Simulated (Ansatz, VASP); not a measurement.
Two plane-wave programs on ZnCu

```
Cu Zn
1.0
     3.77189    0.00000    0.00000
    -1.88594    3.26655    0.00000
     0.00000    0.00000    4.79045
Cu Zn
2 2
Cartesian
  0.0000 0.0000 0.0000
  0.0000 0.0000 2.3952
  0.0000 2.1777 1.1976
  1.8859 1.0888 3.5928
```

Alike in both runs: task relaxation of cell and atoms; functional PBEsol; k mesh 12 × 12 × 10; occupations gaussian, width 0.1 eV; no spin polarisation.

|  | VASP | Ansatz |
| --- | --- | --- |
| version | VASP 6.6.1 | Ansatz 0.2.0 |
| potentials or method | VASP PAW PBE potentials, release 64 (Cu, Zn), cutoff 600 eV | scalar-relativistic, plane waves, PAW |
| valence electrons in the cell | 46 | 62 |

```tsv
	VASP	Ansatz	Ansatz less VASP
gap on the k mesh at the Fermi level, each at its own relaxed structure (eV)	none	none	-
relaxed volume (Å³/atom)	14.84	14.76	-0.084
relaxed length of the cell vector where the two differ most in proportion (Å)	4.801	4.790	-0.0104
```

VASP's potentials were made for PBE, not for PBEsol. A gap of «none» marks a metal or a gap that the smearing closes. VASP's potentials hold 46 valence electrons a cell and Ansatz's 62, so a difference there can come from the potentials and not from the codes.
